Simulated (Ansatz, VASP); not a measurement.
Two plane-wave programs on BN

INCAR

```
PREC     = Accurate       # precision mode
ENCUT    = 1330           # plane-wave cutoff, eV
EDIFF    = 1E-6           # SCF threshold, eV
ISMEAR   = 0              # smearing method
SIGMA    = 0.02           # smearing width, eV
LREAL    = False          # projectors in reciprocal space
LASPH    = True           # aspherical terms in the spheres
NELM     = 120            # most SCF steps
ALGO     = Normal         # electronic algorithm
ISIF     = 2              # what is computed and relaxed
LWAVE    = False          # write WAVECAR
LCHARG   = True           # write CHGCAR
LELF     = True           # ELF
LVHAR    = True         
NBANDS   = 11             # bands
GGA_COMPAT= False
```

KPOINTS

```
regular mesh
0
Gamma
  12 12 12
```

The input POSCAR:

```
BN
1.0
    0.0000000000      1.7899407191      1.7899407191
    1.7899407191      0.0000000000      1.7899407191
    1.7899407191      1.7899407191      0.0000000000
B N
1 1
Direct
    0.0000000000      0.0000000000      0.0000000000
    0.2500000000      0.2500000000      0.2500000000
```

Input for Ansatz:

```yaml
crystal:
  lattice:
    - [0.0, 1.7899407191, 1.7899407191]
    - [1.7899407191, 0.0, 1.7899407191]
    - [1.7899407191, 1.7899407191, 0.0]
  atoms:
    - { symbol: B, position: [0.0, 0.0, 0.0] }
    - { symbol: "N", position: [0.25, 0.25, 0.25] }
basis:
  ecutwfc: 420
kpoints:
  mp_grid: { grid: [12, 12, 12] }
  band_path:
    path:
      - [[0.0, 0.0, 0.0], [-0.5, -0.5, 0.0], [-0.375, -0.375, 0.25]]
      - [[-0.375, 0.0, 0.375], [0.0, 0.0, 0.0], [0.0, 0.0, 0.5], [-0.5, -0.25, 0.25], [-0.5, -0.5, 0.0]]
    npoints: 10
hamiltonian:
  xc: lda
  pseudopotentials: { kind: paw, azcp: { folder: soft_1 } }
scf:
  occupations: { method: gaussian, width: 0.02 }
  n_extra_bands: 7
output:
  forces: true
  stress: true
  eigenvalues: true
```

Alike in both runs: task single point; functional LDA; k mesh 12 × 12 × 12; occupations gaussian, width 0.02 eV; no spin polarisation.

|  | VASP | Ansatz |
| --- | --- | --- |
| version | VASP 6.6.1 | Ansatz 0.2.0 |
| potentials or method | VASP PAW LDA potentials, release 64 (B_h, N_h), cutoff 1330 eV | scalar-relativistic, plane waves, PAW |
| valence electrons in the cell | 8 | 8 |

```tsv
	VASP	Ansatz	Ansatz less VASP
gap on the k mesh at the Fermi level (eV)	4.38	4.39	+0.006
least direct gap on the mesh (eV)	8.83	8.83	+0.002
pressure (GPa)	0.9	0.0	-0.94
```

Ansatz warns that its potentials were made for another functional, while VASP's fit it. LDA's correlation is that of Perdew and Zunger in VASP and of Perdew and Wang (1992) in Ansatz.
